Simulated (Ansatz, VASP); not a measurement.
**In: VASP beside Ansatz**

```
CELL_PARAMETERS angstrom
-1.60199 1.62820 2.47557
1.62820 -1.60199 2.47557
1.52605 1.52605 -2.45834
ATOMIC_POSITIONS crystal
In 0.00000 0.00000 0.00000
```

Alike in both runs: task single point; functional LDA; k mesh 12 × 12 × 14; occupations methfessel-paxton of order 1, width 0.03 eV; no spin polarisation.

|  | VASP | Ansatz |
| --- | --- | --- |
| version | VASP 6.6.1 | Ansatz 0.2.0 |
| potentials or method | VASP PAW LDA potentials, release 64 (In_d), cutoff 520 eV | plane waves (420 eV) with PAW, scalar-relativistic |
| valence electrons in the cell | 13 | 13 |

Ansatz gave:

```
pressure (GPa)                                                : -0.1
traceless stress, the component that is largest in VASP (GPa) : 0.32
```

Question: What did VASP give for the same quantities?

Answer: Pressure (GPa): 0.0; traceless stress, the component that is largest in VASP (GPa): 0.30.

Ansatz warns that its potentials were made for another functional, while VASP's fit it. LDA's correlation is that of Perdew and Zunger in VASP and of Perdew and Wang (1992) in Ansatz.
